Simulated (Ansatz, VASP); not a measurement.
**Os in VASP and in Ansatz**

Contents of INCAR:

```
ALGO = Normal ; EDIFF = 1E-6
ENCUT = 520 ; ISIF = 2
ISMEAR = -1 ; LASPH = T
LCHARG = F ; LREAL = F
LWAVE = F ; NBANDS = 15
NELM = 100 ; PREC = Accurate
SIGMA = 0.1
```

The input KPOINTS:

```
k-points
0
Gamma
  13 13 8
```

Contents of POSCAR:

```
Os
1.0
    2.7175247593      0.0000000000      0.0000000000
   -1.3587623796      2.3534454770      0.0000000000
    0.0000000000      0.0000000000      4.2844606214
Os
2
Direct
    0.3333333333      0.6666666667      0.2500000000
    0.6666666667      0.3333333333      0.7500000000
```

Input for Ansatz:

```yaml
crystal:
  lattice:
    - [2.7175247593, 0.0, 0.0]
    - [-1.3587623796, 2.353445477, 0.0]
    - [0.0, 0.0, 4.2844606214]
  atoms:
    - { symbol: Os, position: [0.3333333333, 0.6666666667, 0.25] }
    - { symbol: Os, position: [0.6666666667, 0.3333333333, 0.75] }
hamiltonian:
  xc: lda
  pseudopotentials:
    kind: paw
    azcp:
      Os: "pseudopotentials/Os.paw.azcp"
basis:
  ecutwfc: 800
  fft_grid_basis: typed
kpoints:
  mp_grid: { grid: [13, 13, 8], shift: [0, 0, 0] }
magnetization:
  spin_polarized: false
scf:
  occupations: { method: fermi_dirac, width: 0.1 }
  lower_state_search: "off"
output:
  stress: true
```

Alike in both runs: task single point; functional LDA; k mesh 13 × 13 × 8; occupations fermi-dirac, width 0.1 eV; no spin polarisation.

|  | VASP | Ansatz |
| --- | --- | --- |
| version | VASP 6.6.1 | Ansatz 0.2.0 |
| potentials or method | VASP PAW LDA potentials, release 64 (Os), cutoff 520 eV | plane waves (800 eV) with PAW, scalar-relativistic |
| valence electrons in the cell | 16 | 32 |

VASP gave:

```
pressure (GPa)                                                : 1.1
traceless stress, the component that is largest in VASP (GPa) : -0.59
```

Task: Which values does Ansatz return?

Result: Pressure (GPa): 0.1; traceless stress, the component that is largest in VASP (GPa): -0.50.

Ansatz warns that its potentials were made for another functional, while VASP's fit it. LDA's correlation is that of Perdew and Zunger in VASP and of Perdew and Wang (1992) in Ansatz. VASP's potentials hold 16 valence electrons a cell and Ansatz's 32, so a difference there can come from the potentials and not from the codes.

Spin-orbit coupling is off throughout.
